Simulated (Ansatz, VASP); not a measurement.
## Al2Cu in VASP and in Ansatz

```
Al Cu
1.0
     0.00000    0.00000   -5.78246
     4.08926   -4.08926    0.00000
    -4.08926   -4.08926    0.00000
Al Cu
8 4
Direct
  0.25000 0.75000 0.25000
  0.75000 0.25000 0.25000
  0.25000 0.25000 0.75000
  0.75000 0.75000 0.75000
  0.25000 0.25000 0.25000
  0.75000 0.75000 0.25000
  0.25000 0.75000 0.75000
  0.75000 0.25000 0.75000
  0.50000 0.00000 0.00000
  0.00000 0.50000 0.00000
  0.50000 0.50000 0.50000
  0.00000 0.00000 0.50000
```

Alike in both runs: task single point; functional PBE; k mesh 8 × 8 × 8; occupations gaussian, width 0.15 eV; no spin polarisation.

|  | VASP | Ansatz |
| --- | --- | --- |
| version | VASP 6.6.1 | Ansatz 0.2.0 |
| potentials or method | VASP PAW PBE potentials, release 64 (Al, Cu), cutoff 520 eV | scalar-relativistic, plane waves, PAW |
| valence electrons in the cell | 68 | 100 |

Ansatz gave:

* gap on the k mesh at the Fermi level (eV): none
* pressure (GPa): 0.0

**Question.** Which values does VASP return?

**Answer.** gap on the k mesh at the Fermi level (eV): none; pressure (GPa): 0.1.

A gap of «none» marks a metal or a gap that the smearing closes. VASP's potentials hold 68 valence electrons a cell and Ansatz's 100, so a difference there can come from the potentials and not from the codes.
